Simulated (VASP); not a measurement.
Input of a VASP 6.6.1 run:

File INCAR:

```
SYSTEM = Li2S
ALGO     = Normal         ! electronic algorithm
EDIFF    = 1E-7           ! SCF threshold, eV
EDIFFG   = -0.002         ! ionic threshold
ENCUT    = 750            ! plane-wave cutoff, eV
GGA      = PS             ! functional
GGA_COMPAT= .False.      
IBRION   = 2              ! ionic algorithm
ISIF     = 3              ! what is computed and relaxed
ISMEAR   = 0              ! smearing method
LASPH    = .True.         ! aspherical terms in the spheres
LCHARG   = .False.        ! write CHGCAR
LREAL    = .False.        ! projectors in reciprocal space
LWAVE    = .False.        ! write WAVECAR
NELM     = 120            ! most SCF steps
NELMIN   = 4            
NSW      = 100            ! ionic steps
PREC     = Accurate       ! precision mode
PSTRESS  = 40.0         
SIGMA    = 0.01           ! smearing width, eV
```

KPOINTS

```
k-points
0
Gamma
  8 8 8
  0 0 0
```

The input POSCAR:

```
Li2S
1.0
    2.8273111141      2.8273111141      0.0000000000
   -2.8273111141      2.8273111141      0.0000000000
    0.0000000000      2.8273111141      2.8273111141
Li S
2 1
Direct
    0.2500000000      0.7500000000      0.5000000000
    0.7500000000      0.2500000000      0.5000000000
    0.0000000000      0.0000000000      0.0000000000
```

Potentials or basis: VASP PAW PBE potentials, release 64 (Li_sv, S).

The run is started by

```sh
$ cat potpaw_PBE.64/Li_sv/POTCAR potpaw_PBE.64/S/POTCAR > POTCAR
$ mpirun -np 1 vasp_std > vasp.out
```

Question: Estimate the band gap on the k mesh.

Answer: 3.13 eV, indirect (least direct gap 4.64 eV).

Question: What does it give for the relaxed cell?

Answer: a = 3.893 Å, b = 3.893 Å, c = 3.893 Å, α = 60.00°, β = 60.00°, γ = 90.00°.

Question: What does it give for the relaxed volume?

Answer: 13.91 Å³/atom.

Question: Predict the space group after relaxing (to 0.05 Å).

Answer: Fm-3m (No. 225).

Step by step:
```csv
step,energy change (eV),largest force (eV/Å),pressure (GPa),volume (Å³)
1,0.0000,0.0000,-0.01,45.20
2,0.0188,0.0000,2.61,42.78
3,0.0393,0.0000,3.93,41.77
4,0.0410,0.0000,4.03,41.70
5,0.0406,0.0000,4.00,41.72
```

Caveat: the cell is relaxed towards a set pressure, so the enthalpy falls and the energy may rise; the PAW data sets were made with another functional, which shifts forces and pressure a little. PBEsol gaps usually lie below the measured ones, often by a third to a half.
